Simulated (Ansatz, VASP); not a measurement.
SnO2: VASP beside Ansatz

Contents of INCAR:

```
SYSTEM = SnO2
ALGO = Normal
EDIFF = 1E-7
ENCUT = 520
GGA = PE
ISIF = 2
ISMEAR = -1
LASPH = .True.
LCHARG = .False.
LREAL = .False.
LWAVE = .False.
NBANDS = 35
NELM = 80
PREC = Accurate
SIGMA = 0.02
```

File KPOINTS:

```
k-points
0
Gamma
  6 6 8
  0 0 0
```

The input POSCAR:

```
SnO2
1.0
    4.6653622500      0.0000000000      0.0000000000
    0.0000000000      4.6653622500      0.0000000000
    0.0000000000      0.0000000000      3.2488307714
Sn O
2 4
Direct
    0.0000000000      0.0000000000      0.0000000000
    0.5000000000      0.5000000000      0.5000000000
    0.3062986695      0.3062986695      0.0000000000
    0.1937013305      0.8062986695      0.5000000000
    0.8062986695      0.1937013305      0.5000000000
    0.6937013305      0.6937013305      0.0000000000
```

Input for Ansatz:

```yaml
crystal:
  lattice:
    - [4.66536225, 0.0, 0.0]
    - [0.0, 4.66536225, 0.0]
    - [0.0, 0.0, 3.2488307714]
  atoms:
    - { symbol: Sn, position: [0.0, 0.0, 0.0] }
    - { symbol: Sn, position: [0.5, 0.5, 0.5] }
    - { symbol: O, position: [0.3062986695, 0.3062986695, 0.0] }
    - { symbol: O, position: [0.1937013305, 0.8062986695, 0.5] }
    - { symbol: O, position: [0.8062986695, 0.1937013305, 0.5] }
    - { symbol: O, position: [0.6937013305, 0.6937013305, 0.0] }
kpoints:
  mp_grid: { grid: [6, 6, 8] }
  band_path:
    path:
      - [0.0, 0.0, 0.0]
      - [0.0, 0.5, 0.0]
      - [0.5, 0.5, 0.0]
      - [0.0, 0.0, 0.5]
      - [0.0, 0.5, 0.5]
      - [0.5, 0.5, 0.5]
    npoints: 1
hamiltonian:
  xc: pbe
scf:
  occupations: { method: fermi_dirac, width: 0.02 }
  n_extra_bands: 5
output:
  forces: true
  stress: true
  eigenvalues: true
```

Change from the starting cell: epitaxial_xy strain -2.0%.

Alike in both runs: task single point; functional PBE; k mesh 6 × 6 × 8; occupations fermi-dirac, width 0.02 eV; no spin polarisation.

|  | VASP | Ansatz |
| --- | --- | --- |
| version | VASP 6.6.1 | Ansatz 0.2.0 |
| potentials or method | VASP PAW PBE potentials, release 64 (Sn_d, O) | plane waves, PAW |
| plane-wave cutoff (eV) | 520 | 420 |
| valence electrons in the cell | 52 | 52 |

|  | VASP | Ansatz | Ansatz less VASP |
| --- | --- | --- | --- |
| gap on the k mesh at the Fermi level (eV) | 1.28 | 1.29 | +0.009 |
| pressure (GPa) | 13.0 | 12.3 | -0.73 |
| traceless stress, the component that is largest in VASP (GPa) | -2.98 | -3.17 | -0.184 |
| rms of the force components (eV/Å) | 0.005 | 0.001 | -0.0040 |

Atom by atom the forces differ by 0.004 eV/Å (rms over components).
